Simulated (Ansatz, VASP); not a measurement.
# One calculation of P, two programs

```
P
1.0
     1.66118   -5.09856    0.00000
     1.66118    5.09856    0.00000
     0.00000    0.00000    4.16348
P
4
Direct
  0.89362 0.10638 0.07184
  0.60638 0.39362 0.57184
  0.10638 0.89362 0.92816
  0.39362 0.60638 0.42816
```

Alike in both runs: functional PBE; dispersion D3(BJ); k mesh 12 × 12 × 10; occupations gaussian, width 0.05 eV; no spin polarisation.

Ansatz relaxed the structure, and its values are those at the end. VASP's run is a single point on that final structure, the one shown.

|  | VASP | Ansatz |
| --- | --- | --- |
| version | VASP 6.6.1 | Ansatz 0.2.0 |
| potentials or method | VASP PAW PBE potentials, release 64 (P) | scalar-relativistic, plane waves, PAW |
| plane-wave cutoff (eV) | 520 | 420 |
| valence electrons in the cell | 20 | 20 |

```csv
,VASP,Ansatz,Ansatz less VASP
gap on the k mesh at the Fermi level (eV),none,none,-
pressure (GPa),-0.4,0.0,+0.35
rms of the force components (eV/Å),0.035,0.000,-0.0348
```

A gap of «none» marks a metal or a gap that the smearing closes.
